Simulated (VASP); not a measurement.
# Hf2N (P4_2/mnm) in VASP: further runs

The runs below take Hf2N through single point, with PBEsol.

Program: VASP 6.6.1. These are calculated values, not measurements. Logs are shortened: lines on timing, memory, paths and dates and some standing lists are left out, and cuts for length are marked.

## (1) The cell of the first run

The structure is tetragonal, space group P4_2/mnm (No. 136). Conventional cell: a = 5.296 Å, b = 5.296 Å, c = 3.227 Å, α = 90.00°, β = 90.00°, γ = 90.00°. Within 2.9 Å of Hf (site symmetry m2m) lie 3 N at 2.21 to 2.22 Å. N (site symmetry mmm) has 6 Hf at 2.21 to 2.22 Å within 2.9 Å.

## (2) Single point, PBEsol

Contents of INCAR:

```
SYSTEM = Hf2N
ALGO = Normal
EDIFF = 1E-6
ENCUT = 520
GGA = PS
ISIF = 2
ISMEAR = 0
LASPH = .True.
LCHARG = .False.
LREAL = .False.
LWAVE = .False.
NBANDS = 34
NELM = 60
PREC = Accurate
SIGMA = 0.1
```

Contents of KPOINTS:

```
k-points
0
Gamma
  8 8 12
  0 0 0
```

Contents of POSCAR:

```
Hf2N
1.0
    5.2955389249      0.0000000000      0.0000000000
    0.0000000000      5.2955389249      0.0000000000
    0.0000000000      0.0000000000      3.2274489834
Hf N
4 2
Direct
    0.2954633020      0.2954633020      0.0000000000
    0.7045366980      0.7045366980      0.0000000000
    0.7954633020      0.2045366980      0.5000000000
    0.2045366980      0.7954633020      0.5000000000
    0.0000000000      0.0000000000      0.0000000000
    0.5000000000      0.5000000000      0.5000000000
```

Potentials or basis: VASP PAW PBE potentials, release 64 (Hf_pv, N).

On the command line:

```console
$ cat potpaw_PBE.64/Hf_pv/POTCAR potpaw_PBE.64/N/POTCAR > POTCAR
$ mpirun -np 1 vasp_std > vasp.out
```

OUTCAR:

```text
SYSTEM = Hf2N
   EDIFF = 1E-6
   ENCUT = 520
   GGA = PS
   ISIF = 2
   ISMEAR = 0
   LASPH = .True.
   LREAL = .False.
   NELM = 60
   PREC = Accurate

 ion  position               nearest neighbor table
   1  0.295  0.295  0.000-   5 2.21   6 2.22   6 2.22   2 3.06   4 3.14   3 3.14   4 3.14   3 3.14
                             4 3.14   4 3.14   3 3.14   3 3.14   2 3.81   2 3.81
   2  0.705  0.705  0.000-   5 2.21   6 2.22   6 2.22   1 3.06   4 3.14   3 3.14   4 3.14   3 3.14
                             3 3.14   3 3.14   4 3.14   4 3.14   1 3.81   1 3.81
   3  0.795  0.205  0.500-   6 2.21   5 2.22   5 2.22   4 3.06   1 3.14   1 3.14   2 3.14   2 3.14
                             2 3.14   2 3.14   1 3.14   1 3.14   4 3.81   4 3.81
   4  0.205  0.795  0.500-   6 2.21   5 2.22   5 2.22   3 3.06   1 3.14   1 3.14   2 3.14   2 3.14
                             1 3.14   1 3.14   2 3.14   2 3.14   3 3.81   3 3.81
   5  0.000  0.000  0.000-   1 2.21   2 2.21   3 2.22   4 2.22   3 2.22   4 2.22
   6  0.500  0.500  0.500-   3 2.21   4 2.21   1 2.22   2 2.22   1 2.22   2 2.22

  LATTYP: Found a simple tetragonal cell.
 ALAT       =     5.2955389249
 C/A-ratio  =     0.6094656331

  Lattice vectors:

 A1 = (   5.2955389249,   0.0000000000,   0.0000000000)
 A2 = (   0.0000000000,   5.2955389249,   0.0000000000)
 A3 = (   0.0000000000,   0.0000000000,   3.2274489834)

Analysis of symmetry for initial positions (statically):
=====================================================================
 Subroutine PRICEL returns:
 Original cell was already a primitive cell.

 Routine SETGRP: Setting up the symmetry group for a
 simple tetragonal supercell.

 Subroutine GETGRP returns: Found 16 space group operations
 (whereof  8 operations were pure point group operations)
 out of a pool of 16 trial point group operations.

The static configuration has the point symmetry D_2h.
 The point group associated with its full space group is D_4h.

Analysis of symmetry for dynamics (positions and initial velocities):
=====================================================================
 Subroutine PRICEL returns:
 Original cell was already a primitive cell.

 Routine SETGRP: Setting up the symmetry group for a
 simple tetragonal supercell.

 Subroutine GETGRP returns: Found 16 space group operations
 (whereof  8 operations were pure point group operations)
 out of a pool of 16 trial point group operations.

The dynamic configuration has the point symmetry D_2h.
 The point group associated with its full space group is D_4h.

 Subroutine INISYM returns: Found 16 space group operations
 (whereof  8 operations are pure point group operations),
 and found     1 'primitive' translations

----------------------------------------------------------------------------------------

                                     Primitive cell

  volume of cell :      90.5065

  direct lattice vectors                    reciprocal lattice vectors
     5.295538925  0.000000000  0.000000000     0.188838193  0.000000000  0.000000000
     0.000000000  5.295538925  0.000000000     0.000000000  0.188838193  0.000000000
     0.000000000  0.000000000  3.227448983     0.000000000  0.000000000  0.309842233

  length of vectors
     5.295538925  5.295538925  3.227448983     0.188838193  0.188838193  0.309842233

  position of ions in fractional coordinates (direct lattice)
     0.295463302  0.295463302  0.000000000
     0.704536698  0.704536698  0.000000000
     0.795463302  0.204536698  0.500000000
     0.204536698  0.795463302  0.500000000
     0.000000000  0.000000000  0.000000000
     0.500000000  0.500000000  0.500000000

  ion indices of the primitive-cell ions
   primitive index   ion index
                 1           1
                 2           2
                 3           3
                 4           4
                 5           5
                 6           6

----------------------------------------------------------------------------------------

 KPOINTS: k-points

Automatic generation of k-mesh.
 Grid dimensions read from file:
 generate k-points for:    8    8   12

 Generating k-lattice:

  Cartesian coordinates                     Fractional coordinates (reciprocal lattice)
     0.023604774  0.000000000  0.000000000     0.125000000  0.000000000  0.000000000
     0.000000000  0.023604774  0.000000000     0.000000000  0.125000000  0.000000000
     0.000000000  0.000000000  0.025820186     0.000000000  0.000000000  0.083333333

  Length of vectors
     0.023604774  0.023604774  0.025820186

  Shift w.r.t. Gamma in fractional coordinates (k-lattice)
     0.000000000  0.000000000  0.000000000

 Subroutine IBZKPT returns following result:
 ===========================================

 Found    105 irreducible k-points:

 Following reciprocal coordinates:
            Coordinates               Weight
  0.000000  0.000000  0.000000      1.000000
  0.125000  0.000000  0.000000      4.000000
  0.250000  0.000000  0.000000      4.000000
  0.375000  0.000000  0.000000      4.000000
  0.500000  0.000000  0.000000      2.000000
  0.125000  0.125000  0.000000      4.000000
[... 16 lines left out ...]
  0.375000  0.125000  0.083333     16.000000
  0.500000  0.125000  0.083333      8.000000
 [... further k-points ...]
   k-points           NKPTS =    105   k-points in BZ     NKDIM =    105   number of bands    NBANDS=     34
   number of dos      NEDOS =    301   number of ions     NIONS =      6
   total plane-waves  NPLWV =  38400
   dimension x,y,z NGX =    40 NGY =   40 NGZ =   24
   dimension x,y,z NGXF=    80 NGYF=   80 NGZF=   48
   ions per type =               4   2
   NGX,Y,Z   is equivalent  to a cutoff of  12.56, 12.56, 12.36 a.u.
   NGXF,Y,Z  is equivalent  to a cutoff of  25.11, 25.11, 24.72 a.u.
 SYSTEM =  Hf2N
   PREC   = accura    normal or accurate (medium, high low for compatibility)
   ISTART =      0    job   : 0-new  1-cont  2-samecut
   ICHARG =      2    charge: 1-file 2-atom 10-const
   ISPIN  =      1    spin polarized calculation?
   LNONCOLLINEAR =      F non collinear calculations
   LSORBIT =      F    spin-orbit coupling
   LASPH  =      T    aspherical Exc in radial PAW
   ENCUT  =  520.0 eV  38.22 Ry    6.18 a.u.   9.85  9.85  6.00*2*pi/ulx,y,z
   NELM   =     60;   NELMIN=  2; NELMDL= -5     # of ELM steps
   EDIFF  = 0.1E-05   stopping-criterion for ELM
   LREAL  =      F    real-space projection
   EDIFFG = 0.1E-04   stopping-criterion for IOM
   NSW    =      0    number of steps for IOM
   IBRION =     -1    ionic relax: 0-MD 1-quasi-New 2-CG
   NFREE  =      0    steps in history (QN), initial steepest desc. (CG)
   ISIF   =      2    stress and relaxation
   ISYM   =      2    0-nonsym 1-usesym 2-fastsym
   POTIM  = 0.5000    time-step for ionic-motion
   TEBEG  =    0.0;   TEEND  =   0.0 temperature during run
   PSTRESS=    0.0 pullay stress
   NELECT =      50.0000    total number of electrons
   NUPDOWN=      -1.0000    fix difference up-down
   EMIN   =  10.00;   EMAX   =-10.00  energy-range for DOS
   EFERMI =   0.00;   METHOD = LEGACY
   ISMEAR =     0;   SIGMA  =   0.10  broadening in eV -4-tet -1-fermi 0-gaus
   EFERMI_NEDOS =   21; number of points for ismear=-14 and -15
   IALGO  =     38    algorithm
   IMIX   =      4    mixing-type and parameters
     AMIX     =   0.40;   BMIX     =  1.00
     AMIX_MAG =   1.60;   BMIX_MAG =  1.00
  volume/ion in A,a.u.               =      15.08       101.79
  Fermi-wavevector in a.u.,A,eV,Ry     =   1.343296  2.538461 24.550939  1.804443
  Thomas-Fermi vector in A             =   2.471381
   LORBIT       =      0    0 simple, 1 ext, 2 COOP (PROOUT), +10 PAW based schemes
   GGA     = PS    functional components
   LHFCALC =     F    Hartree Fock is set to
   AEXX    =    0.0000 exact exchange contribution
   IVDW    =     0    specifies the selected vdW correction
   LEPSILON=     F    determine dielectric tensor
   LRPA    =     F    only Hartree local field effects (RPA)
 non-spin polarized calculation
 Gauss-broadening in eV      SIGMA  =   0.10
  energy-cutoff  :      520.00
  volume of cell :       90.51
 maximum number of plane-waves:      2464
 NGX is ok and might be reduce to    40
   NGX = 19   NGY = 19   NGZ = 13

 number of electron      50.0000007 magnetization

 Free energy of the ion-electron system (eV)
  ---------------------------------------------------
  ext. energy  EPLUGINS =         0.00000000
  ---------------------------------------------------
  free energy    TOTEN  =       -67.50399401 eV

  energy without entropy =      -67.49138184  energy(sigma->0) =      -67.49768793

 E-fermi :   5.8835     XC(G=0): -12.1599

 val. band max:        5.8508153242   @ k =   0.3750   0.3750   0.3333
 cond. band min:       5.8872622269   @ k =   0.2500   0.2500   0.3333
 fundamental gap:      0.0364469028
 Fermi energy:         5.8835136998

 k-point     1 :       0.0000    0.0000    0.0000
  band No.  band energies     occupation
      1     -25.2583      2.00000
      2     -24.7396      2.00000
      3     -24.6756      2.00000
      4     -24.6756      2.00000
      5     -24.4387      2.00000
      6     -24.2880      2.00000
[... 26 lines left out ...]
     33       9.1720      0.00000
     34       9.1720      0.00000

 k-point     2 :       0.1250    0.0000    0.0000
  band No.  band energies     occupation
      1     -25.2354      2.00000
      2     -24.7331      2.00000
      3     -24.7023      2.00000
      4     -24.6428      2.00000
      5     -24.4300      2.00000
      6     -24.2832      2.00000
[... 26 lines left out ...]
     33       9.1438      0.00000
     34       9.4594      0.00000
[... 775 lines left out ...]
     33       9.9047      0.00000
     34      10.4766      0.00000

 k-point    24 :       0.5000    0.1250    0.0833
  band No.  band energies     occupation
      1     -24.9424      2.00000
      2     -24.9424      2.00000
      3     -24.5090      2.00000
      4     -24.5090      2.00000
      5     -24.4152      2.00000
      6     -24.4152      2.00000
[... 26 lines left out ...]
     33       9.9489      0.00000
     34       9.9490      0.00000

 [... further k-points ...]

------------------------ aborting loop because EDIFF is reached ----------------------------------------

  FORCE on cell =-STRESS in cart. coord.  units (eV):
  Direction    XX          YY          ZZ          XY          YZ          ZX
  --------------------------------------------------------------------------------------
  -------------------------------------------------------------------------------------
  Total       -0.5371425     -0.5371425     -0.6240962     -0.0000000      0.0000000      0.0000000
  in kB       -9.5086826     -9.5086826    -11.0479682     -0.0000000      0.0000000      0.0000000
  external PRESSURE =     -10.0217778 kB  Pullay stress =       0.0000000 kB

 VOLUME and BASIS-vectors are now :
 -----------------------------------------------------------------------------
  energy-cutoff  :      520.00
  volume of cell :       90.51
      direct lattice vectors                 reciprocal lattice vectors
     5.295538925  0.000000000  0.000000000     0.188838193  0.000000000  0.000000000
     0.000000000  5.295538925  0.000000000     0.000000000  0.188838193  0.000000000
     0.000000000  0.000000000  3.227448983     0.000000000  0.000000000  0.309842233

 POSITION                                       TOTAL-FORCE (eV/Angst)
 -----------------------------------------------------------------------------------
      1.56464      1.56464      0.00000         0.002094      0.002094      0.000000
      3.73090      3.73090      0.00000        -0.002094     -0.002094     -0.000000
      4.21241      1.08313      1.61372         0.002094     -0.002094     -0.000000
      1.08313      4.21241      1.61372        -0.002094      0.002094      0.000000
      0.00000      0.00000      0.00000         0.000000      0.000000      0.000000
      2.64777      2.64777      1.61372         0.000000      0.000000      0.000000
 -----------------------------------------------------------------------------------
    total drift:                                0.000000     -0.000000     -0.000000

  FREE ENERGIE OF THE ION-ELECTRON SYSTEM (eV)
  ---------------------------------------------------
  free  energy   TOTEN  =       -67.5039940116 eV

  energy  without entropy=      -67.4913818442  energy(sigma->0) =      -67.49768793
```

Run time: 4.7 min. Hardware: 1 thread of Intel Xeon 8259CL, shared host; peak memory 0.37 GiB.

What came out:

```yaml
Free_energy: -67.5040 eV
Pressure: -1.0 GPa
Band_gap_on_the_k_mesh: zero (bands 25 and 26 overlap by 2.70 eV)
```

Forces on the atoms (eV/Å):
```
Hf   0.002  0.002  0.000
Hf  -0.002 -0.002  0.000
Hf   0.002 -0.002  0.000
Hf  -0.002  0.002  0.000
N    0.000  0.000  0.000
N    0.000  0.000  0.000
```

Levels at points of the mesh, in eV from the Fermi level:
```tsv
k point	band 23	band 24	band 25	band 26	band 27	band 28
(0.00, 0.00, 0.00)	-0.10	0.79	1.05	1.12	1.12	1.57
(0.50, 0.00, 0.00)	-1.08	-1.08	1.44	1.44	1.88	1.88
(0.50, 0.50, 0.00)	-1.44	-1.44	1.05	1.05	1.52	1.52
(0.00, 0.00, 0.50)	-1.27	-1.27	-1.26	-1.26	2.19	2.19
(0.50, 0.00, 0.50)	-1.17	-1.17	-0.95	-0.95	1.78	1.78
(0.50, 0.50, 0.50)	-0.87	-0.87	-0.55	-0.55	1.30	1.30
```

Caveat: the PAW data sets were made with another functional, which shifts forces and pressure a little; spin-orbit coupling is left out, which moves the levels of the heavy elements.

## (3) Single point, PBEsol

Contents of INCAR:

```
PREC     = Accurate       # precision mode
ENCUT    = 520            # plane-wave cutoff, eV
EDIFF    = 1E-6           # SCF threshold, eV
ISMEAR   = -1             # smearing method
SIGMA    = 0.15           # smearing width, eV
LREAL    = F              # projectors in reciprocal space
LASPH    = T              # aspherical terms in the spheres
NELM     = 80             # most SCF steps
ALGO     = Normal         # electronic algorithm
ISIF     = 2              # what is computed and relaxed
LWAVE    = F              # write WAVECAR
LCHARG   = F              # write CHGCAR
GGA      = PS             # functional
NBANDS   = 34             # bands
```

Contents of KPOINTS:

```
Automatic mesh
0
Gamma
  8 8 12
```

Contents of POSCAR:

```
Hf2N
1.0
    5.2959703738      0.0000000000      0.0000000000
    0.0000000000      5.2959703738      0.0000000000
    0.0000000000      0.0000000000      3.2282606992
Hf N
4 2
Direct
    0.2953075331      0.2953075331      0.0000000000
    0.7046924669      0.7046924669      0.0000000000
    0.7953075331      0.2046924669      0.5000000000
    0.2046924669      0.7953075331      0.5000000000
    0.0000000000      0.0000000000      0.0000000000
    0.5000000000      0.5000000000      0.5000000000
```

Potentials or basis: VASP PAW PBE potentials, release 64 (Hf_pv, N).

On the command line:

```console
$ cat potpaw_PBE.64/Hf_pv/POTCAR potpaw_PBE.64/N/POTCAR > POTCAR
$ mpirun -np 1 vasp_std > vasp.out
```

It took 4.5 min on 1 thread of Intel Xeon 8259CL, shared host; peak memory 0.37 GiB.

It converged, with:

```
Free energy            : -67.5886 eV
Pressure               : -1.0 GPa
Largest force          : 0.007 eV/Å
Band gap on the k mesh : zero (bands 25 and 26 overlap by 2.70 eV)
```

Forces on the atoms (eV/Å):
```
Hf   0.005  0.005  0.000
Hf  -0.005 -0.005  0.000
Hf   0.005 -0.005  0.000
Hf  -0.005  0.005  0.000
N    0.000  0.000  0.000
N    0.000  0.000  0.000
```

Stress tensor (GPa, compression positive):
```
-0.93  0.00  0.00
 0.00 -0.93  0.00
 0.00  0.00 -1.10
```

Levels at points of the mesh, in eV from the Fermi level:
| k point | band 21 | band 22 | band 23 | band 24 | band 25 | band 26 | band 27 | band 28 | band 29 | band 30 |
| --- | --- | --- | --- | --- | --- | --- | --- | --- | --- | --- |
| (0.00, 0.00, 0.00) | -3.55 | -2.17 | -0.12 | 0.77 | 1.03 | 1.11 | 1.11 | 1.56 | 1.76 | 1.76 |
| (0.50, 0.00, 0.00) | -2.52 | -2.52 | -1.09 | -1.09 | 1.42 | 1.42 | 1.86 | 1.86 | 1.97 | 1.97 |
| (0.50, 0.50, 0.00) | -1.79 | -1.79 | -1.45 | -1.45 | 1.03 | 1.03 | 1.50 | 1.50 | 1.83 | 1.83 |
| (0.00, 0.00, 0.50) | -1.48 | -1.48 | -1.28 | -1.28 | -1.28 | -1.28 | 2.17 | 2.17 | 3.71 | 3.71 |
| (0.50, 0.00, 0.50) | -1.99 | -1.99 | -1.18 | -1.18 | -0.96 | -0.96 | 1.77 | 1.77 | 3.84 | 3.84 |
| (0.50, 0.50, 0.50) | -1.73 | -1.73 | -0.89 | -0.89 | -0.57 | -0.57 | 1.29 | 1.29 | 2.91 | 2.91 |

Caveat: the PAW data sets were made with another functional, which shifts forces and pressure a little; spin-orbit coupling is left out, which moves the levels of the heavy elements.
